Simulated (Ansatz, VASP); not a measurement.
## One calculation of PbSe, two programs

The input INCAR:

```
PREC = Accurate ; ENCUT = 520
EDIFF = 1E-8 ; ISMEAR = -1
SIGMA = 0.01 ; LREAL = False
LASPH = True ; NELM = 60
ALGO = Normal ; ISIF = 2
LWAVE = False ; LCHARG = False
GGA = PE ; LEFG = True
NBANDS = 17
```

File KPOINTS:

```
Automatic mesh
0
Gamma
  9 9 9
```

POSCAR

```
PbSe
1.0
    0.0000000000      3.1024460684      3.1024460684
    3.1024460684      0.0000000000      3.1024460684
    3.1024460684      3.1024460684      0.0000000000
Pb Se
1 1
Direct
    0.0000000000      0.0000000000      0.0000000000
    0.5000000000      0.5000000000      0.5000000000
```

Input for Ansatz:

```yaml
crystal:
  lattice:
    - [0.0, 3.1024460684, 3.1024460684]
    - [3.1024460684, 0.0, 3.1024460684]
    - [3.1024460684, 3.1024460684, 0.0]
  atoms:
    - { symbol: Pb, position: [0.0, 0.0, 0.0] }
    - { symbol: Se, position: [0.5, 0.5, 0.5] }
kpoints:
  mp_grid: { grid: [9, 9, 9] }
scf:
  occupations: { method: fermi_dirac, width: 0.01 }
hamiltonian:
  xc: pbe
  pseudopotentials: { kind: paw }
output:
  forces: true
  stress: true
  eigenvalues: true
  efg: { contact_densities: true }
  write_density: true
  write_potential: true
  elf: true
  volumetric_format: npy
```

Change from the starting cell: volume scaled by 1.04, PAW files.

Alike in both runs: task electric field gradients; functional PBE; k mesh 9 × 9 × 9; occupations fermi-dirac, width 0.01 eV; no spin polarisation.

```csv
,VASP,Ansatz
version,VASP 6.6.1,Ansatz 0.2.0
potentials or method,"VASP PAW PBE potentials, release 64 (Pb_d, Se)","PAW with Ansatz's default frozen-core files, scalar-relativistic"
plane-wave cutoff (eV),520,420
valence electrons in the cell,20,30
```

|  | VASP | Ansatz | Ansatz less VASP |
| --- | --- | --- | --- |
| pressure (GPa) | 0.3 | 0.3 | +0.02 |

VASP's potentials hold 20 valence electrons a cell and Ansatz's 30, so a difference there can come from the potentials and not from the codes.

Spin-orbit coupling is off throughout.
